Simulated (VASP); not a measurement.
Wanted: the native input for a VASP 6.6.1 run.

- Task: single point
- Functional: PBE
- Potentials or basis: VASP PAW PBE potentials, release 64 (Cd, Te)
- Cutoff: 520 eV
- k mesh: 8 × 8 × 8
- Occupations: gaussian, width 0.05 eV
- Spin: no spin polarisation
- Dipole correction: no
- Further INCAR settings: ALGO = Normal; EDIFF = 1e-06; NBANDS = 16

The structure of CdTe lies in POSCAR:

```
CdTe
1.0
    0.0000000000      3.4817413044      2.7157582174
    3.4817413044      0.0000000000      2.7157582174
    3.4817413044      3.4817413044      0.0000000000
Cd Te
1 1
Direct
    0.0000000000      0.0000000000      0.0000000000
    0.7500000000      0.7500000000      0.7500000000
```

This cell differs from its parent crystal: ratio of the length along z to the lengths across it x 0.78, volume and fractional coordinates fixed.

One way to write it, as run:

INCAR

```
SYSTEM = CdTe
PREC     = Accurate       ! precision mode
ENCUT    = 520            ! plane-wave cutoff, eV
EDIFF    = 1E-6           ! SCF threshold, eV
ISMEAR   = 0              ! smearing method
SIGMA    = 0.05           ! smearing width, eV
LREAL    = .False.        ! projectors in reciprocal space
LASPH    = .True.         ! aspherical terms in the spheres
NELM     = 80             ! most SCF steps
ALGO     = Normal         ! electronic algorithm
ISIF     = 2              ! what is computed and relaxed
LWAVE    = .False.        ! write WAVECAR
LCHARG   = .False.        ! write CHGCAR
GGA      = PE             ! functional
NBANDS   = 16             ! bands
```

KPOINTS

```
regular mesh
0
Gamma
  8 8 8
  0 0 0
```

Potentials or basis: VASP PAW PBE potentials, release 64 (Cd, Te).

The run is started by

```sh
$ cat potpaw_PBE.64/Cd/POTCAR potpaw_PBE.64/Te/POTCAR > POTCAR
$ mpirun -np 1 vasp_std > vasp.out
```

Results of the run:

```json
{"Pressure": "3.1 GPa", "Band gap on the k mesh": "0.39 eV, direct"}
```

Caveat: spin-orbit coupling is left out, which moves the levels of the heavy elements.

Wall time 34 s on 1 thread of AMD EPYC 9R45 96-Core Processor (Zen 5) (shared host), peak memory 0.21 GiB.
